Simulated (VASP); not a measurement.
Wanted: the native input for a VASP 6.6.1 run.

* Task: single point
* Functional: revPBE
* Potentials or basis: VASP PAW PBE potentials, release 64 (Ir)
* Cutoff: 520 eV
* k mesh: 23 × 23 × 23
* Occupations: fermi-dirac, width 0.1 eV
* Spin: no spin polarisation
* Dipole correction: no
* Further INCAR settings: ALGO = Normal; EDIFF = 1e-06; NBANDS = 10

The structure of Ir lies in POSCAR:

```
Ir
1.0
    0.0000000000      2.0164588071      2.0164588071
    2.0164588071      0.0000000000      2.0164588071
    2.0164588071      2.0164588071      0.0000000000
Ir
1
Direct
    0.0000000000      0.0000000000      0.0000000000
```

This cell differs from its parent crystal: volume scaled by 1.12.

The input as run:

INCAR

```
  PREC = Accurate
  ENCUT = 520
  EDIFF = 1E-6
  ISMEAR = -1
  SIGMA = 0.1
  LREAL = False
  LASPH = True
  NELM = 80
  ALGO = Normal
  ISIF = 2
  LWAVE = False
  LCHARG = True
  GGA = RE
  LELF = True
  LVHAR = True
  NBANDS = 10
```

KPOINTS

```
regular mesh
0
Gamma
  23 23 23
```

Potentials or basis: VASP PAW PBE potentials, release 64 (Ir).

Command:

```console
$ cat potpaw_PBE.64/Ir/POTCAR > POTCAR
$ mpirun -np 1 vasp_std > vasp.out
```

Results of the run:

```yaml
Pressure: -28.2 GPa
```

Caveat: the PAW data sets were made with another functional, which shifts forces and pressure a little.

Run time: 31 s on 1 thread of AMD EPYC 9R45 96-Core Processor (Zen 5), with other jobs on the host, peak memory 0.16 GiB.
